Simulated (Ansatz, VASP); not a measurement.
Two plane-wave programs on InP

The input INCAR:

```
ALGO = Normal ; EDIFF = 1E-6
ENCUT = 520 ; GGA = PS
ISIF = 2 ; ISMEAR = 0
LASPH = True ; LCHARG = False
LREAL = False ; LWAVE = False
NBANDS = 16 ; NELM = 60
PREC = Accurate ; SIGMA = 0.01
```

KPOINTS

```
k-points
0
Gamma
  6 6 6
```

Contents of POSCAR:

```
InP
1.0
    0.0000000000      2.9563207137      2.9563207137
    2.9563207137      0.0000000000      2.9563207137
    2.9563207137      2.9563207137      0.0000000000
In P
1 1
Direct
    0.0000000000      0.0000000000      0.0000000000
    0.2500000000      0.2500000000      0.2500000000
```

Input for Ansatz:

```yaml
crystal:
  lattice:
    - [0.0, 2.956320713701357, 2.956320713701357]
    - [2.956320713701357, 0.0, 2.956320713701357]
    - [2.956320713701357, 2.956320713701357, 0.0]
  atoms:
    - { symbol: In, position: [0.0, 0.0, 0.0] }
    - { symbol: P, position: [0.25, 0.25, 0.25] }
basis:
  ecutwfc: 462.593566181796
kpoints:
  mp_grid:
    grid: [6, 6, 6]
hamiltonian:
  xc: pbesol
  pseudopotentials:
    kind: paw
scf:
  occupations:
    method: fixed
output:
  stress: true
```

Alike in both runs: task single point; functional PBEsol; k mesh 6 × 6 × 6; no spin polarisation.

|  | VASP | Ansatz |
| --- | --- | --- |
| version | VASP 6.6.1 | Ansatz 0.2.0 |
| potentials or method | VASP PAW PBE potentials, release 64 (In_d, P), cutoff 520 eV | plane waves, PAW |
| occupations | gaussian, width 0.01 eV | fixed |
| valence electrons in the cell | 18 | 18 |

```tsv
	VASP	Ansatz	Ansatz less VASP
pressure (GPa)	-1.1	-1.1	+0.01
```

VASP's potentials were made for PBE, not for PBEsol.
